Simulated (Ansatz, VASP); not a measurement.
## WC in VASP and in Ansatz

The input INCAR:

```
SYSTEM = WC
PREC = Accurate
ENCUT = 520
EDIFF = 1E-8
ISMEAR = -1
SIGMA = 0.05
LREAL = .False.
LASPH = .True.
NELM = 100
ALGO = Normal
ISIF = 2
LWAVE = .False.
LCHARG = .False.
GGA = PS
LEFG = .True.
NBANDS = 16
```

KPOINTS

```
Automatic mesh
0
Gamma
  14 14 13
  0 0 0
```

POSCAR

```
WC
1.0
    2.9386703057      0.0000000000      0.0000000000
   -1.4693351528      2.5449631381      0.0000000000
    0.0000000000      0.0000000000      2.8662279534
W C
1 1
Direct
    0.0000000000      0.0000000000      0.0000000000
    0.6666666667      0.3333333333      0.5000000000
```

Input for Ansatz:

```yaml
crystal:
  lattice:
    - [2.9386703057, 0.0, 0.0]
    - [-1.4693351528, 2.5449631381, 0.0]
    - [0.0, 0.0, 2.8662279534]
  atoms:
    - { symbol: W, position: [0.0, 0.0, 0.0] }
    - { symbol: C, position: [0.6666666667, 0.3333333333, 0.5] }
kpoints:
  mp_grid: { grid: [14, 14, 13] }
scf:
  occupations: { method: fermi_dirac, width: 0.05 }
hamiltonian:
  xc: pbesol
  pseudopotentials: { kind: all_electron, datasets: crystal }
output:
  forces: true
  stress: true
  eigenvalues: true
  efg: { contact_densities: true }
```

Change from the starting cell: volume scaled by 1.04, crystal datasets.

Alike in both runs: task electric field gradients; functional PBEsol; k mesh 14 × 14 × 13; occupations fermi-dirac, width 0.05 eV; no spin polarisation.

|  | VASP | Ansatz |
| --- | --- | --- |
| version | VASP 6.6.1 | Ansatz 0.2.0 |
| potentials or method | VASP PAW PBE potentials, release 64 (W_sv, C), cutoff 520 eV | all-electron PAW with datasets made for the crystal, scalar-relativistic |

```tsv
	VASP	Ansatz	Ansatz less VASP
pressure (GPa)	-14.3	-15.3	-0.96
traceless stress, the component that is largest in VASP (GPa)	-1.22	-1.43	-0.210
size of Vzz on the site where it differs most (V/Å²)	128.0	117.7	-10.34
```

VASP's potentials were made for PBE, not for PBEsol. Ansatz ran all-electron here, and VASP with PAW potentials.

Neither program's run includes spin-orbit coupling.
